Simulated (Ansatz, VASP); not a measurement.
**Se3Br: VASP beside Ansatz**

```
Se Br
1.0
    -1.88623    1.88623    7.15240
     1.88623   -1.88623    7.15240
     1.88623    1.88623   -7.15240
Se Br
3 1
Direct
  0.25000 0.75000 0.50000
  0.75000 0.25000 0.50000
  0.50000 0.50000 0.00000
  0.00000 0.00000 0.00000
```

Alike in both runs: functional PBE; dispersion D3(BJ); k mesh 18 × 18 × 18; occupations gaussian, width 0.1 eV; no spin polarisation.

Ansatz relaxed the structure, and its values are those at the end. VASP's run is a single point on that final structure, the one shown.

|  | VASP | Ansatz |
| --- | --- | --- |
| version | VASP 6.6.1 | Ansatz 0.2.0 |
| potentials or method | VASP PAW PBE potentials, release 64 (Se, Br), cutoff 520 eV | scalar-relativistic, plane waves, PAW |
| valence electrons in the cell | 25 | 55 |

```tsv
	VASP	Ansatz	Ansatz less VASP
gap on the k mesh at the Fermi level (eV)	none	none	-
pressure (GPa)	0.0	0.0	-0.02
```

A gap of «none» marks a metal or a gap that the smearing closes. VASP's potentials hold 25 valence electrons a cell and Ansatz's 55, so a difference there can come from the potentials and not from the codes.
